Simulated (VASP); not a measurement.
Input of a VASP 6.6.1 run:

INCAR

```
SYSTEM = LiF
PREC = Accurate ; ENCUT = 520
EDIFF = 1E-7 ; ISMEAR = 0
SIGMA = 0.05 ; LREAL = .FALSE.
LASPH = .TRUE. ; NELM = 60
ALGO = Normal ; ISIF = 2
LWAVE = .FALSE. ; LCHARG = .FALSE.
GGA = PE ; NBANDS = 18
```

File KPOINTS:

```
regular mesh
0
G
  9 9 6
  0 0 0
```

File POSCAR:

```
LiF
1.0
    3.1817004340      0.0000000000      0.0000000000
   -1.5908502170      2.7554334031      0.0000000000
    0.0000000000      0.0000000000      5.2994402429
Li F
2 2
Direct
    0.3333333333      0.6666666667      0.3810713234
    0.6666666667      0.3333333333      0.8810713234
    0.3333333333      0.6666666667      0.9939266766
    0.6666666667      0.3333333333      0.4939266766
```

Potentials or basis: VASP PAW PBE potentials, release 64 (Li_sv, F).

Command:

```bash
$ cat potpaw_PBE.64/Li_sv/POTCAR potpaw_PBE.64/F/POTCAR > POTCAR
$ mpirun -np 1 vasp_std > vasp.out
```

(1) What does it give for the largest force?

(2) What does it give for the band gap on the k mesh?

Results:

(1) 0.073 eV/Å.

(2) 7.08 eV, direct.
